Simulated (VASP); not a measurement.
# LiNbO3 (R3c) in VASP: notebook, part 2 of 2

VASP 6.6.1.

## 6. Single point, PBE (11.42 Å³/atom)

Contents of INCAR:

```
SYSTEM = LiNbO3
ALGO = Normal
EDIFF = 1E-6
ENCUT = 520
GGA = PE
ISIF = 2
ISMEAR = 0
LASPH = .True.
LCHARG = .False.
LREAL = .False.
LWAVE = .False.
NBANDS = 45
NELM = 60
PREC = Accurate
SIGMA = 0.05
```

Contents of KPOINTS:

```
k-points
0
Gamma
  6 6 6
  0 0 0
```

Contents of POSCAR:

```
LiNbO3
1.0
    2.6218570585      1.5137298785      4.7966000933
   -2.6218570585      1.5137298785      4.7966000933
    0.0000000000     -3.0274597570      4.7966000933
Li Nb O
2 2 6
Direct
    0.2815913687      0.2815913687      0.2815913687
    0.7815913687      0.7815913687      0.7815913687
    0.0004900497      0.0004900497      0.0004900497
    0.5004900497      0.5004900497      0.5004900497
    0.1104619503      0.3580262714      0.7211003599
    0.7211003599      0.1104619503      0.3580262714
    0.3580262714      0.7211003599      0.1104619503
    0.2211003599      0.8580262714      0.6104619503
    0.8580262714      0.6104619503      0.2211003599
    0.6104619503      0.2211003599      0.8580262714
```

Potentials or basis: VASP PAW PBE potentials, release 64 (Li_sv, Nb_sv, O).

Command:

```
$ cat potpaw_PBE.64/Li_sv/POTCAR potpaw_PBE.64/Nb_sv/POTCAR potpaw_PBE.64/O/POTCAR > POTCAR
$ mpirun -np 1 vasp_std > vasp.out
```

OUTCAR:

```text
SYSTEM = LiNbO3
   EDIFF = 1E-6
   ENCUT = 520
   GGA = PE
   ISIF = 2
   ISMEAR = 0
   LASPH = .True.
   LREAL = .False.
   NELM = 60
   PREC = Accurate

 ion  position               nearest neighbor table
   1  0.282  0.282  0.282-   8 2.11  10 2.11   9 2.11
   2  0.782  0.782  0.782-   7 2.11   6 2.11   5 2.11
   3  0.000  0.000  0.000-   5 1.91   6 1.91   7 1.91   9 2.20   8 2.20  10 2.20
   4  0.500  0.500  0.500-   9 1.91  10 1.91   8 1.91   5 2.20   7 2.20   6 2.20
   5  0.110  0.358  0.721-   3 1.91   2 2.11   4 2.20
   6  0.721  0.110  0.358-   3 1.91   2 2.11   4 2.20
   7  0.358  0.721  0.110-   3 1.91   2 2.11   4 2.20
   8  0.221  0.858  0.610-   4 1.91   1 2.11   3 2.20
   9  0.858  0.610  0.221-   4 1.91   1 2.11   3 2.20
  10  0.610  0.221  0.858-   4 1.91   1 2.11   3 2.20

  LATTYP: Found a trigonal (rhomboedric) cell.
 ALAT       =     5.6721146881
 COS(alpha) =     0.5726752868

  Lattice vectors:

 A1 = (   2.6218570585,   1.5137298785,   4.7966000933)
 A2 = (  -2.6218570585,   1.5137298785,   4.7966000933)
 A3 = (   0.0000000000,  -3.0274597570,   4.7966000933)

Analysis of symmetry for initial positions (statically):
=====================================================================
 Subroutine PRICEL returns:
 Original cell was already a primitive cell.

 Routine SETGRP: Setting up the symmetry group for a
 trigonal (rhombohedral) supercell.

 Subroutine GETGRP returns: Found  6 space group operations
 (whereof  3 operations were pure point group operations)
 out of a pool of 12 trial point group operations.

The static configuration has the point symmetry C_3 .
 The point group associated with its full space group is C_3v.

Analysis of symmetry for dynamics (positions and initial velocities):
[... 153 lines left out ...]
   GGA     = PE    functional components
   LHFCALC =     F    Hartree Fock is set to
   AEXX    =    0.0000 exact exchange contribution
   IVDW    =     0    specifies the selected vdW correction
   LEPSILON=     F    determine dielectric tensor
   LRPA    =     F    only Hartree local field effects (RPA)
 non-spin polarized calculation
 Gauss-broadening in eV      SIGMA  =   0.05
  energy-cutoff  :      520.00
  volume of cell :      114.22
 maximum number of plane-waves:      3103
   NGX = 21   NGY = 21   NGZ = 21

 number of electron      68.0000001 magnetization

 Free energy of the ion-electron system (eV)
  ---------------------------------------------------
  ext. energy  EPLUGINS =         0.00000000
  ---------------------------------------------------
  free energy    TOTEN  =       -79.89793812 eV

  energy without entropy =      -79.89793812  energy(sigma->0) =      -79.89793812

 E-fermi :   3.1648     XC(G=0): -10.4328

 val. band max:        2.9354482019   @ k =   0.0000   0.0000   0.0000
 cond. band min:       6.2882305682   @ k =   0.5000   0.3333   0.0000
 fundamental gap:      3.3527823663
 Fermi energy:         3.1648353430

 k-point     1 :       0.0000    0.0000    0.0000
  band No.  band energies     occupation
      1     -51.5205      2.00000
      2     -51.5104      2.00000
      3     -39.8436      2.00000
      4     -39.8418      2.00000
      5     -27.7135      2.00000
      6     -27.7135      2.00000
[... 1141 lines left out ...]
     44      11.7459      0.00000
     45      12.8720      0.00000

 [... further k-points ...]

------------------------ aborting loop because EDIFF is reached ----------------------------------------

  FORCE on cell =-STRESS in cart. coord.  units (eV):
  Direction    XX          YY          ZZ          XY          YZ          ZX
  --------------------------------------------------------------------------------------
  -------------------------------------------------------------------------------------
  Total       -5.7061858     -5.7061858     -6.5666289      0.0000000     -0.0000000      0.0000000
  in kB      -80.0413373    -80.0413373    -92.1108733      0.0000000     -0.0000000      0.0000000
  external PRESSURE =     -84.0645160 kB  Pullay stress =       0.0000000 kB

 VOLUME and BASIS-vectors are now :
 -----------------------------------------------------------------------------
  energy-cutoff  :      520.00
  volume of cell :      114.22
      direct lattice vectors                 reciprocal lattice vectors
     2.621857058  1.513729878  4.796600093     0.190704523  0.110103308  0.069493668
    -2.621857058  1.513729878  4.796600093    -0.190704523  0.110103308  0.069493668
     0.000000000 -3.027459757  4.796600093     0.000000000 -0.220206616  0.069493668

 POSITION                                       TOTAL-FORCE (eV/Angst)
 -----------------------------------------------------------------------------------
      0.00000      0.00000      4.05204         0.000000     -0.000000      0.018784
      0.00000      0.00000     11.24694         0.000000     -0.000000      0.018784
      0.00000      0.00000      0.00705         0.000000     -0.000000      0.449109
      0.00000      0.00000      7.20195         0.000000     -0.000000      0.449109
     -0.64908     -1.47394      5.70598         0.326679     -0.407862     -0.155964
      1.60101      0.17485      5.70598         0.189879      0.486843     -0.155964
     -0.95193      1.29909      5.70598        -0.516558     -0.078981     -0.155964
     -1.66993     -0.21464      8.10428         0.516558     -0.078981     -0.155964
      0.64908      1.55352      8.10428        -0.326679     -0.407862     -0.155964
      1.02085     -1.33888      8.10428        -0.189879      0.486843     -0.155964
 -----------------------------------------------------------------------------------
    total drift:                                0.000000     -0.000000     -0.000827

  FREE ENERGIE OF THE ION-ELECTRON SYSTEM (eV)
  ---------------------------------------------------
  free  energy   TOTEN  =       -79.8979381187 eV

  energy  without entropy=      -79.8979381186  energy(sigma->0) =      -79.89793812
```

stdout:

```text
POSCAR found type information on POSCAR LiNbO
 POSCAR found :  3 types and      10 ions
 scaLAPACK will be used
 LDA part: xc-table for (Slater+PW92), standard interpolation
 POSCAR, INCAR and KPOINTS ok, starting setup
 FFT: planning ... GRIDC
 FFT: planning ... GRID_SOFT
 FFT: planning ... GRID
 WAVECAR not read
 entering main loop
```

Wall time 7 min (1 thread of Intel Xeon 8259CL, shared host); peak memory 0.33 GiB.

What came out:

- Free energy: -79.8979 eV
- Largest force: 0.545 eV/Å
- Band gap on the k mesh: 3.35 eV (least direct gap 3.36 eV)

Forces in eV/Å, atoms in the order of the input:
```
Li   0.000  0.000  0.019
Li   0.000  0.000  0.019
Nb   0.000  0.000  0.449
Nb   0.000  0.000  0.449
O    0.327 -0.408 -0.156
O    0.190  0.487 -0.156
O   -0.517 -0.079 -0.156
O    0.517 -0.079 -0.156
O   -0.327 -0.408 -0.156
O   -0.190  0.487 -0.156
```

Caveat: the cutoff is under 1.25 times the usual one of these potentials, so pressure, stress and relaxed cells hold a basis-set (Pulay) error. Expect the measured gap to be larger: semilocal functionals such as PBE lack the derivative discontinuity.

## 7. The runs side by side

```tsv
cell	gap on the mesh (eV)	largest force (eV/Å)
a = 5.817 Å, angles 52.4°, 10 atoms	3.29	0.54
a = 5.604 Å, angles 56.4°, 10 atoms	3.33	0.62
a = 5.743 Å, angles 53.7°, 10 atoms	3.33	0.48
a = 5.540 Å, angles 57.8°, 10 atoms	3.28	0.71
a = 5.672 Å, angles 55.1°, 10 atoms	3.35	0.55
```

Alike in all rows: task single point; level PBE; potentials or basis VASP PAW PBE potentials, release 64 (Li_sv, Nb_sv, O); no spin polarisation; k mesh 6 × 6 × 6; cutoff (eV) 520; smearing gaussian 0.05 eV.

Caveats: the cutoff is under 1.25 times the usual one of these potentials, so pressure, stress and relaxed cells hold a basis-set (Pulay) error.

Total energies depend on the potentials used, so only differences within one code and one set of settings carry meaning.
